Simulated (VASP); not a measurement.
# Te2Mo (P-6m2) in VASP: notebook

Te2Mo is run at these levels: r2SCAN+rVV10, r2SCAN, PBE+D4, PBE+D3(BJ); tasks: single point, relaxation of cell and atoms.

Program: VASP 6.6.1. These are calculated values, not measurements. Logs are shortened: lines on timing, memory, paths and dates and some standing lists are left out, and cuts for length are marked.

### 1 The cell of the first run

Symmetry: P-6m2, No. 187, hexagonal system. Conventional cell: a = 3.537 Å, b = 3.537 Å, c = 7.827 Å, α = 90.00°, β = 90.00°, γ = 120.00°. Te (site symmetry 3m) has 3 Mo at 2.72 Å and 7 Te at 3.54 to 3.59 Å within 3.6 Å. Mo (site symmetry -6m2) has 6 Te at 2.72 Å and 6 Mo at 3.54 Å within 3.6 Å.

### 2 Single point, r2SCAN+rVV10

The input, POSCAR:

```
Te2Mo
1.0
    3.5370821734      0.0000000000      0.0000000000
   -1.7685410867      3.0632030175      0.0000000000
    0.0000000000      0.0000000000      7.8268794133
Te Mo
2 1
Direct
    0.3333333333      0.6666666667      0.7705211644
    0.3333333333      0.6666666667      0.2294788356
    0.0000000000      0.0000000000      0.0000000000
```

The input, INCAR.step1:

```
SYSTEM = Te2Mo
PREC = Accurate
ENCUT = 520
ISMEAR = -1
SIGMA = 0.02
LREAL = .FALSE.
LASPH = .TRUE.
NELM = 60
NBANDS = 20
GGA = PE
ALGO = Normal
EDIFF = 1E-4
LWAVE = .TRUE.
LCHARG = .FALSE.
```

The input, INCAR.step2:

```
SYSTEM = Te2Mo
PREC = Accurate
ENCUT = 520
EDIFF = 1E-6
ISMEAR = -1
SIGMA = 0.02
LREAL = .FALSE.
LASPH = .TRUE.
NELM = 60
ALGO = Normal
ISIF = 2
LWAVE = .FALSE.
LCHARG = .TRUE.
METAGGA = R2SCAN
LMIXTAU = .TRUE.
LUSE_VDW = .TRUE.
IVDW_NL = 2
BPARAM = 11.95
CPARAM = 0.0093
LELF = .TRUE.
LVHAR = .TRUE.
NBANDS = 20
ISTART = 1
```

The input, KPOINTS:

```
Automatic mesh
0
G
  12 12 4
  0 0 0
```

Potentials or basis: VASP PAW PBE potentials, release 64 (Te, Mo_sv).

The run is started by

```bash
cat potpaw_PBE.64/Te/POTCAR potpaw_PBE.64/Mo_sv/POTCAR > POTCAR
cp INCAR.step1 INCAR
mpirun -np 1 vasp_std > vasp.out
cp INCAR.step2 INCAR
mpirun -np 1 vasp_std > vasp.out
```

OUTCAR:

```text
SYSTEM = Te2Mo
   PREC = Accurate
   ENCUT = 520
   EDIFF = 1E-6
   ISMEAR = -1
   LREAL = .FALSE.
   LASPH = .TRUE.
   NELM = 60
   ISIF = 2
   METAGGA = R2SCAN
   IVDW_NL = 2
   BPARAM = 11.95
   ISTART = 1

 ion  position               nearest neighbor table
   1  0.333  0.667  0.771-   3 2.72   3 2.72   3 2.72   2 3.59
   2  0.333  0.667  0.229-   3 2.72   3 2.72   3 2.72   1 3.59
   3  0.000  0.000  0.000-   1 2.72   2 2.72   1 2.72   2 2.72   1 2.72   2 2.72

  LATTYP: Found a hexagonal cell.
 ALAT       =     3.5370821734
 C/A-ratio  =     2.2128067796

  Lattice vectors:

 A1 = (   3.5370821734,   0.0000000000,   0.0000000000)
 A2 = (  -1.7685410867,   3.0632030175,   0.0000000000)
 A3 = (   0.0000000000,   0.0000000000,   7.8268794133)

Analysis of symmetry for initial positions (statically):
=====================================================================
 Subroutine PRICEL returns:
 Original cell was already a primitive cell.

 Routine SETGRP: Setting up the symmetry group for a
 hexagonal supercell.

 Subroutine GETGRP returns: Found 12 space group operations
 (whereof 12 operations were pure point group operations)
 out of a pool of 24 trial point group operations.

The static configuration has the point symmetry D_3h.

Analysis of symmetry for dynamics (positions and initial velocities):
=====================================================================
 Subroutine PRICEL returns:
 Original cell was already a primitive cell.

 Routine SETGRP: Setting up the symmetry group for a
 hexagonal supercell.

 Subroutine GETGRP returns: Found 12 space group operations
 (whereof 12 operations were pure point group operations)
 out of a pool of 24 trial point group operations.

The dynamic configuration has the point symmetry D_3h.

 Subroutine INISYM returns: Found 12 space group operations
 (whereof 12 operations are pure point group operations),
 and found     1 'primitive' translations

----------------------------------------------------------------------------------------

                                     Primitive cell

  volume of cell :      84.8027

  direct lattice vectors                    reciprocal lattice vectors
     3.537082173  0.000000000  0.000000000     0.282718905  0.163227836  0.000000000
    -1.768541087  3.063203017  0.000000000     0.000000000  0.326455672  0.000000000
     0.000000000  0.000000000  7.826879413     0.000000000  0.000000000  0.127764841

  length of vectors
     3.537082173  3.537082173  7.826879413     0.326455672  0.326455672  0.127764841

  position of ions in fractional coordinates (direct lattice)
     0.333333333  0.666666667  0.770521164
     0.333333333  0.666666667  0.229478836
     0.000000000  0.000000000  0.000000000

  ion indices of the primitive-cell ions
   primitive index   ion index
                 1           1
                 2           2
                 3           3

----------------------------------------------------------------------------------------

 KPOINTS: Automatic mesh

Automatic generation of k-mesh.
 Grid dimensions read from file:
 generate k-points for:   12   12    4

 Generating k-lattice:

  Cartesian coordinates                     Fractional coordinates (reciprocal lattice)
     0.023559909  0.013602320  0.000000000     0.083333333  0.000000000  0.000000000
     0.000000000  0.027204639  0.000000000     0.000000000  0.083333333  0.000000000
     0.000000000  0.000000000  0.031941210     0.000000000  0.000000000  0.250000000

  Length of vectors
     0.027204639  0.027204639  0.031941210

  Shift w.r.t. Gamma in fractional coordinates (k-lattice)
     0.000000000  0.000000000  0.000000000

 Subroutine IBZKPT returns following result:
 ===========================================

 Found     57 irreducible k-points:

 Following reciprocal coordinates:
            Coordinates               Weight
  0.000000  0.000000  0.000000      1.000000
  0.083333 -0.000000  0.000000      6.000000
  0.166667  0.000000  0.000000      6.000000
  0.250000  0.000000  0.000000      6.000000
  0.333333 -0.000000  0.000000      6.000000
  0.416667 -0.000000  0.000000      6.000000
[... 16 lines left out ...]
  0.250000  0.000000  0.250000     12.000000
  0.333333 -0.000000  0.250000     12.000000
 [... further k-points ...]
   k-points           NKPTS =     57   k-points in BZ     NKDIM =     57   number of bands    NBANDS=     20
   number of dos      NEDOS =    301   number of ions     NIONS =      3
   total plane-waves  NPLWV =  47040
   dimension x,y,z NGX =    28 NGY =   28 NGZ =   60
   dimension x,y,z NGXF=    56 NGYF=   56 NGZF=  120
   ions per type =               2   1
   NGX,Y,Z   is equivalent  to a cutoff of  13.16, 13.16, 12.74 a.u.
   NGXF,Y,Z  is equivalent  to a cutoff of  26.32, 26.32, 25.49 a.u.
 SYSTEM =  Te2Mo
   PREC   = accura    normal or accurate (medium, high low for compatibility)
   ISTART =      1    job   : 0-new  1-cont  2-samecut
   ICHARG =      0    charge: 1-file 2-atom 10-const
   ISPIN  =      1    spin polarized calculation?
   LNONCOLLINEAR =      F non collinear calculations
   LSORBIT =      F    spin-orbit coupling
   LASPH  =      T    aspherical Exc in radial PAW
   ENCUT  =  520.0 eV  38.22 Ry    6.18 a.u.   6.58  6.58 14.55*2*pi/ulx,y,z
   NELM   =     60;   NELMIN=  2; NELMDL=  0     # of ELM steps
   EDIFF  = 0.1E-05   stopping-criterion for ELM
   LREAL  =      F    real-space projection
   EDIFFG = 0.1E-04   stopping-criterion for IOM
   NSW    =      0    number of steps for IOM
   IBRION =     -1    ionic relax: 0-MD 1-quasi-New 2-CG
   NFREE  =      0    steps in history (QN), initial steepest desc. (CG)
   ISIF   =      2    stress and relaxation
   ISYM   =      2    0-nonsym 1-usesym 2-fastsym
   POTIM  = 0.5000    time-step for ionic-motion
   TEBEG  =    0.0;   TEEND  =   0.0 temperature during run
   PSTRESS=    0.0 pullay stress
   NELECT =      26.0000    total number of electrons
   NUPDOWN=      -1.0000    fix difference up-down
   EMIN   =  10.00;   EMAX   =-10.00  energy-range for DOS
   EFERMI =   0.00;   METHOD = LEGACY
   ISMEAR =    -1;   SIGMA  =   0.02  broadening in eV -4-tet -1-fermi 0-gaus
   EFERMI_NEDOS =   21; number of points for ismear=-14 and -15
   IALGO  =     38    algorithm
   IMIX   =      4    mixing-type and parameters
     AMIX     =   0.40;   BMIX     =  1.00
     AMIX_MAG =   1.60;   BMIX_MAG =  1.00
  volume/ion in A,a.u.               =      28.27       190.76
  Fermi-wavevector in a.u.,A,eV,Ry     =   1.103899  2.086067 16.579971  1.218593
  Thomas-Fermi vector in A             =   2.240364
   LORBIT       =      0    0 simple, 1 ext, 2 COOP (PROOUT), +10 PAW based schemes
   METAGGA = R2SCAN    functional components
   LHFCALC =     F    Hartree Fock is set to
   AEXX    =    0.0000 exact exchange contribution
   IVDW_NL    =     2    kernel type
   BPARAM     =11.9500
   IVDW    =     0    specifies the selected vdW correction
   LEPSILON=     F    determine dielectric tensor
   LRPA    =     F    only Hartree local field effects (RPA)
 non-spin polarized calculation
  energy-cutoff  :      520.00
  volume of cell :       84.80
 maximum number of plane-waves:      2327
 NGX is ok and might be reduce to    28
   NGX = 13   NGY = 13   NGZ = 29

 number of electron      25.9999996 magnetization

 Free energy of the ion-electron system (eV)
  ---------------------------------------------------
  ext. energy  EPLUGINS =         0.00000000
  ---------------------------------------------------
  free energy    TOTEN  =       -77.15667730 eV

  energy without entropy =      -77.15667730  energy(sigma->0) =      -77.15667730

 E-fermi :   6.8008     XC(G=0): -10.2323

 val. band max:        6.4013704567   @ k =   0.3333   0.3333   0.5000
 cond. band min:       7.5398683322   @ k =   0.3333   0.3333   0.0000
 fundamental gap:      1.1384978756
 Fermi energy:         6.8008407873

 k-point     1 :       0.0000    0.0000    0.0000
  band No.  band energies     occupation
      1     -56.2420      2.00000
      2     -29.6797      2.00000
      3     -29.5661      2.00000
      4     -29.5661      2.00000
      5      -6.8500      2.00000
      6      -5.6988      2.00000
[... 12 lines left out ...]
     19      13.3966      0.00000
     20      15.3440      0.00000

 k-point     2 :       0.0833   -0.0000    0.0000
  band No.  band energies     occupation
      1     -56.2413      2.00000
      2     -29.6777      2.00000
      3     -29.5753      2.00000
      4     -29.5683      2.00000
      5      -6.7487      2.00000
      6      -5.6300      2.00000
[... 12 lines left out ...]
     19      13.7159      0.00000
     20      15.5506      0.00000

 k-point     3 :       0.1667    0.0000    0.0000
  band No.  band energies     occupation
      1     -56.2394      2.00000
      2     -29.6720      2.00000
      3     -29.6002      2.00000
      4     -29.5740      2.00000
      5      -6.4540      2.00000
      6      -5.4307      2.00000
[... 12 lines left out ...]
     19      14.3127      0.00000
     20      14.8437      0.00000

 k-point     4 :       0.2500    0.0000    0.0000
  band No.  band energies     occupation
      1     -56.2368      2.00000
      2     -29.6643      2.00000
      3     -29.6340      2.00000
      4     -29.5819      2.00000
      5      -5.9982      2.00000
      6      -5.1249      2.00000
[... 12 lines left out ...]
     19      13.4844      0.00000
     20      14.2209      0.00000

 k-point     5 :       0.3333   -0.0000    0.0000
  band No.  band energies     occupation
      1     -56.2342      2.00000
      2     -29.6676      2.00000
      3     -29.6566      2.00000
      4     -29.5898      2.00000
      5      -5.4507      2.00000
      6      -4.7659      2.00000
[... 12 lines left out ...]
     19      12.6425      0.00000
     20      13.5004      0.00000
[... 353 lines left out ...]
      6      -5.6904      2.00000
[... 12 lines left out ...]
     19      13.7278      0.00000
     20      15.5416      0.00000

 k-point    22 :       0.1667    0.0000    0.2500
  band No.  band energies     occupation
      1     -56.2394      2.00000
      2     -29.6720      2.00000
      3     -29.6002      2.00000
      4     -29.5740      2.00000
      5      -6.4192      2.00000
      6      -5.4885      2.00000
[... 12 lines left out ...]
     19      14.3174      0.00000
     20      14.9361      0.00000

 k-point    23 :       0.2500    0.0000    0.2500
  band No.  band energies     occupation
      1     -56.2368      2.00000
      2     -29.6643      2.00000
      3     -29.6340      2.00000
      4     -29.5819      2.00000
      5      -5.9636      2.00000
      6      -5.1786      2.00000
[... 12 lines left out ...]
     19      13.6568      0.00000
     20      14.1334      0.00000

 k-point    24 :       0.3333   -0.0000    0.2500
  band No.  band energies     occupation
      1     -56.2342      2.00000
      2     -29.6676      2.00000
      3     -29.6566      2.00000
      4     -29.5898      2.00000
      5      -5.4169      2.00000
      6      -4.8140      2.00000
[... 12 lines left out ...]
     19      13.0341      0.00000
     20      13.5427      0.00000

 [... further k-points ...]
[... 5 lines left out ...]
  --------------------------------------------------------------------------------------
  -------------------------------------------------------------------------------------
  Total        0.1821983      0.1821983      0.2220438     -0.0000000      0.0000000      0.0000000
  in kB        3.4422730      3.4422730      4.1950743     -0.0000000      0.0000000      0.0000000
  external PRESSURE =       3.6932068 kB  Pullay stress =       0.0000000 kB

 VOLUME and BASIS-vectors are now :
 -----------------------------------------------------------------------------
  energy-cutoff  :      520.00
  volume of cell :       84.80
      direct lattice vectors                 reciprocal lattice vectors
     3.537082173  0.000000000  0.000000000     0.282718905  0.163227836  0.000000000
    -1.768541087  3.063203017  0.000000000     0.000000000  0.326455672  0.000000000
     0.000000000  0.000000000  7.826879413     0.000000000  0.000000000  0.127764841

 POSITION                                       TOTAL-FORCE (eV/Angst)
 -----------------------------------------------------------------------------------
     -0.00000      2.04214      6.03078        -0.000000     -0.000000     -0.053019
     -0.00000      2.04214      1.79610         0.000000      0.000000      0.053019
      0.00000      0.00000      0.00000        -0.000000      0.000000      0.000000
 -----------------------------------------------------------------------------------
    total drift:                                0.000000     -0.000000     -0.000000

  FREE ENERGIE OF THE ION-ELECTRON SYSTEM (eV)
  ---------------------------------------------------
  free  energy   TOTEN  =       -77.1566772968 eV

  energy  without entropy=      -77.1566772968  energy(sigma->0) =      -77.15667730
```

It took 5 min on 1 thread of Intel Xeon 6975P-C (Granite Rapids), shared host; peak memory 0.43 GiB.

What came out:

```
Free energy            : -77.1567 eV
Pressure               : 0.4 GPa
Largest force          : 0.053 eV/Å
Band gap on the k mesh : 1.14 eV (least direct gap 1.16 eV)
```

Forces on the atoms (eV/Å):
```
Te   0.000  0.000 -0.053
Te   0.000  0.000  0.053
Mo   0.000  0.000  0.000
```

Stress tensor (GPa, compression positive):
```
0.34 0.00 0.00
0.00 0.34 0.00
0.00 0.00 0.42
```

Caveat: the PAW data sets were made with another functional, which shifts forces and pressure a little; spin-orbit coupling is left out, which moves the levels of the heavy elements.

[end of part 1 of 2]
